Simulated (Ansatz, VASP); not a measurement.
**Mg: VASP beside Ansatz**

```
CELL_PARAMETERS angstrom
0.00000 2.36121 2.36121
2.36121 0.00000 2.36121
2.36121 2.36121 0.00000
ATOMIC_POSITIONS crystal
Mg 0.00000 0.00000 0.00000
```

Alike in both runs: task single point; functional PBEsol; k mesh 6 × 6 × 6; occupations gaussian, width 0.1 eV; no spin polarisation.

```csv
,VASP,Ansatz
version,VASP 6.6.1,Ansatz 0.2.0
potentials or method,"VASP PAW PBE potentials, release 64 (Mg), cutoff 520 eV","scalar-relativistic, plane waves, PAW"
valence electrons in the cell,2,10
```

|  | VASP | Ansatz | Ansatz less VASP |
| --- | --- | --- | --- |
| gap on the k mesh at the Fermi level (eV) | none | none | - |
| pressure (GPa) | -4.4 | -4.4 | +0.08 |

VASP's potentials were made for PBE, not for PBEsol. A gap of «none» marks a metal or a gap that the smearing closes. The functional is the same, so the differences come from potentials, cutoffs and numerics. VASP's potentials hold 2 valence electrons a cell and Ansatz's 10, so a difference there can come from the potentials and not from the codes.

The k mesh is coarse, so the values compare programs but aren't converged.
